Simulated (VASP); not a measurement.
# Ir (Fm-3m) in VASP: a series of runs, part 3 of 3

VASP 6.6.1. The steps go on from the part before.

## 6. Electric field gradients, PBE, non-collinear spin, zero start, spin-orbit coupling

File INCAR:

```
SYSTEM = Ir
  PREC = Accurate
  ENCUT = 420
  EDIFF = 1E-8
  ISMEAR = -1
  SIGMA = 0.05
  LREAL = .False.
  LASPH = .True.
  NELM = 200
  ALGO = Normal
  ISIF = 2
  LWAVE = .False.
  LCHARG = .False.
  MAGMOM = 0 0 0
  LORBIT = 11
  LSORBIT = .True.
  GGA_COMPAT = .False.
  LORBMOM = .True.
  LMAXMIX = 4
  GGA = PE
  LEFG = .True.
  NBANDS = 28
```

File KPOINTS:

```
Automatic mesh
0
Gamma
  15 15 15
  0 0 0
```

File POSCAR:

```
Ir
1.0
    0.0000000000      1.9197000000      1.9197000000
    1.9197000000      0.0000000000      1.9197000000
    1.9197000000      1.9197000000      0.0000000000
Ir
1
Direct
    0.0000000000      0.0000000000      0.0000000000
```

Potentials or basis: VASP PAW PBE potentials, release 64 (Ir_sv_GW).

Run with:

```bash
$ cat potpaw_PBE.64/Ir_sv_GW/POTCAR > POTCAR
$ mpirun -np 1 vasp_ncl > vasp.out
```

OUTCAR:

```text
SYSTEM = Ir
   PREC = Accurate
   ENCUT = 420
   EDIFF = 1E-8
   ISMEAR = -1
   LREAL = .False.
   LASPH = .True.
   NELM = 200
   ISIF = 2
   LORBIT = 11
   LSORBIT = .True.
   GGA = PE

 ion  position               nearest neighbor table
   1  0.000  0.000  0.000-

  LATTYP: Found a face centered cubic cell.
 ALAT       =     3.8394000000

  Lattice vectors:

 A1 = (   0.0000000000,   1.9197000000,   1.9197000000)
 A2 = (   1.9197000000,   0.0000000000,   1.9197000000)
 A3 = (   1.9197000000,   1.9197000000,   0.0000000000)

Analysis of symmetry for initial positions (statically):
=====================================================================
 Subroutine PRICEL returns:
 Original cell was already a primitive cell.

 Routine SETGRP: Setting up the symmetry group for a
 face centered cubic supercell.

 Subroutine GETGRP returns: Found 48 space group operations
 (whereof 48 operations were pure point group operations)
 out of a pool of 48 trial point group operations.

The static configuration has the point symmetry O_h .

Analysis of symmetry for dynamics (positions and initial velocities):
=====================================================================
 Subroutine PRICEL returns:
 Original cell was already a primitive cell.

 Routine SETGRP: Setting up the symmetry group for a
 face centered cubic supercell.

 Subroutine GETGRP returns: Found 48 space group operations
 (whereof 48 operations were pure point group operations)
 out of a pool of 48 trial point group operations.

The dynamic configuration has the point symmetry O_h .

Analysis of structural, dynamic, and magnetic symmetry:
=====================================================================
 Subroutine PRICEL returns:
 Original cell was already a primitive cell.

 Routine SETGRP: Setting up the symmetry group for a
[... 943 lines left out ...]
---------------------------------------------------------------------

 Electric field gradients after diagonalization (V/A^2)
 (convention: |V_zz| > |V_xx| > |V_yy|)
----------------------------------------------------------------------
 ion       V_xx      V_yy      V_zz     asymmetry (V_yy - V_xx)/ V_zz
----------------------------------------------------------------------
   1       0.000     0.000    -0.000       0.000
----------------------------------------------------------------------

           NMR quadrupolar parameters

 Cq : quadrupolar parameter    Cq=e*Q*V_zz/h
 eta: asymmetry parameters     (V_yy - V_xx)/ V_zz
 Q  : nuclear electric quadrupole moment in mb (millibarn)
----------------------------------------------------------------------
 ion       Cq(MHz)       eta       Q (mb)
----------------------------------------------------------------------
   1      -0.000       0.000       1.000
----------------------------------------------------------------------

 orbital moment (x)

 # of ion     p       d       f       tot
 ------------------------------------------------
  1         0.000   0.000   0.000   0.000
 ------------------------------------------------
            0.000   0.000   0.000   0.000

 orbital moment (y)

 # of ion     p       d       f       tot
 ------------------------------------------------
  1         0.000  -0.000   0.000  -0.000
 ------------------------------------------------
            0.000  -0.000   0.000  -0.000

 orbital moment (z)

 # of ion     p       d       f       tot
 ------------------------------------------------
  1         0.000  -0.000   0.000  -0.000
 ------------------------------------------------
            0.000  -0.000   0.000  -0.000

 Spin-Orbit-Coupling matrix elements

 Ion:    1  E_soc:     -4.0265598
 l=   1
     0.0000000    -0.5911724    -0.5911724
    -0.5911724     0.0000000    -0.5911724
    -0.5911724    -0.5911724     0.0000000
 l=   2
     0.0000000    -0.0139347     0.0000000    -0.0139347    -0.0659781
    -0.0139347     0.0000000    -0.0494836    -0.0139347    -0.0164945
     0.0000000    -0.0494836     0.0000000    -0.0494836     0.0000000
    -0.0139347    -0.0139347    -0.0494836     0.0000000    -0.0164945
    -0.0659781    -0.0164945     0.0000000    -0.0164945     0.0000000
 l=   3
     0.0000000    -0.0000013     0.0000000     0.0000000     0.0000000    -0.0000013    -0.0000036
    -0.0000013     0.0000000    -0.0000021     0.0000000    -0.0000021    -0.0000033    -0.0000013
     0.0000000    -0.0000021     0.0000000    -0.0000026    -0.0000012    -0.0000009     0.0000000
     0.0000000     0.0000000    -0.0000026     0.0000000    -0.0000026     0.0000000     0.0000000
     0.0000000    -0.0000021    -0.0000012    -0.0000026     0.0000000    -0.0000009     0.0000000
    -0.0000013    -0.0000033    -0.0000009     0.0000000    -0.0000009     0.0000000    -0.0000013
    -0.0000036    -0.0000013     0.0000000     0.0000000     0.0000000    -0.0000013     0.0000000

 total charge

# of ion       s       p       d       f       tot
--------------------------------------------------
    1        4.043   6.124   6.325   0.025  16.518

 magnetization (x)

# of ion       s       p       d       f       tot
--------------------------------------------------
    1        0.000  -0.000   0.000   0.000   0.000

 magnetization (y)

# of ion       s       p       d       f       tot
--------------------------------------------------
    1        0.000   0.000  -0.000  -0.000  -0.000

 magnetization (z)

# of ion       s       p       d       f       tot
--------------------------------------------------
    1        0.000  -0.000  -0.000  -0.000  -0.000
```

OSZICAR:

```text
N       E                     dE             d eps       ncg     rms          rms(c)
DAV:   1     0.128624295623E+03    0.12862E+03   -0.10630E+04  7284   0.112E+03
DAV:   2    -0.937065903508E+01   -0.13799E+03   -0.13273E+03  7992   0.402E+02
DAV:   3    -0.125379785426E+02   -0.31673E+01   -0.31220E+01  7796   0.540E+01
DAV:   4    -0.125453997987E+02   -0.74213E-02   -0.74188E-02  7272   0.278E+00
DAV:   5    -0.125454114909E+02   -0.11692E-04   -0.11693E-04  7396   0.113E-01    0.756E+01
DAV:   6    -0.115380231670E+02    0.10074E+01   -0.12989E+00  6980   0.123E+01    0.396E+01
DAV:   7    -0.114475356935E+02    0.90487E-01   -0.40612E-01  7320   0.635E+00    0.853E+00
DAV:   8    -0.114338516833E+02    0.13684E-01   -0.24758E-02  6948   0.192E+00    0.321E+00
DAV:   9    -0.114317940035E+02    0.20577E-02   -0.96473E-03  7068   0.114E+00    0.790E-01
DAV:  10    -0.114316293014E+02    0.16470E-03   -0.19455E-04  7164   0.191E-01    0.135E-01
DAV:  11    -0.114315972641E+02    0.32037E-04   -0.25417E-05  7224   0.728E-02    0.906E-02
DAV:  12    -0.114315981850E+02   -0.92096E-06   -0.25290E-07  7452   0.649E-03    0.393E-03
DAV:  13    -0.114315982502E+02   -0.65188E-07   -0.97507E-09  5952   0.120E-03    0.134E-02
DAV:  14    -0.114315981114E+02    0.13876E-06   -0.35407E-09  3680   0.757E-04    0.111E-03
DAV:  15    -0.114315980930E+02    0.18396E-07   -0.57642E-10  3492   0.265E-04    0.230E-04
DAV:  16    -0.114315980922E+02    0.84083E-09   -0.13645E-11  3472   0.584E-05
   1 F= -.11431598E+02 E0= -.11427467E+02  d E =-.826158E-02  mag=     0.0000    -0.0000     0.0000
```

Wall time 72 s (1 thread of Intel Xeon Platinum 8259CL at 2.50GHz (Skylake/Cascade Lake), shared host); peak memory 0.19 GiB.

What came out:

```
Free energy                                           : -11.4316 eV
Pressure                                              : 8.6 GPa
Net moment                                            : 0.00 μB per cell
Largest electric field gradient by atom               : under 0.05 V/Å² on every atom
Valence electrons inside the program's atomic spheres : Ir 16.52
```

Moments on the atoms (μB; x, y, z):
```
Ir  0.00 0.00 0.00
```

Caveat: the cell stands under pressure.

## 7. Summary

| level | potentials or basis | spin | cell | cutoff (eV) | gap on the mesh (eV) | pressure (GPa) |
| --- | --- | --- | --- | --- | --- | --- |
| LDA | VASP PAW LDA potentials, release 64 (Ir) | off | a = 2.715 Å, angles 60.0°, 1 atom | 400 | none | -6.2 |
| LDA | VASP PAW LDA potentials, release 64 (Ir) | off | a = 2.751 Å, angles 60.0°, 1 atom | 400 | none | -19.4 |
| r2SCAN | VASP PAW PBE potentials, release 64 (Ir) | off | a = 2.678 Å, angles 60.0°, 1 atom | 440 | none | 21.9 |
| r2SCAN | VASP PAW PBE potentials, release 64 (Ir) | off | a = 2.715 Å, angles 60.0°, 1 atom | 440 | none | 3.9 |
| PBE | VASP PAW PBE potentials, release 64 (Ir_sv_GW) | non-collinear, zero start, SOC | a = 2.715 Å, angles 60.0°, 1 atom | 420 | - | 8.6 |

Alike in all rows: task electric field gradients; k mesh 15 × 15 × 15; smearing fermi-dirac 0.05 eV.

Caveats: spin-orbit coupling is left out, which moves the levels of the heavy elements (at least some runs); the cell stands under pressure (at least some runs); the cell stands under tension (at least some runs); the PAW data sets were made with another functional, which shifts forces and pressure a little (at least some runs).

Absolute energies hang on the potentials; compare differences alone.
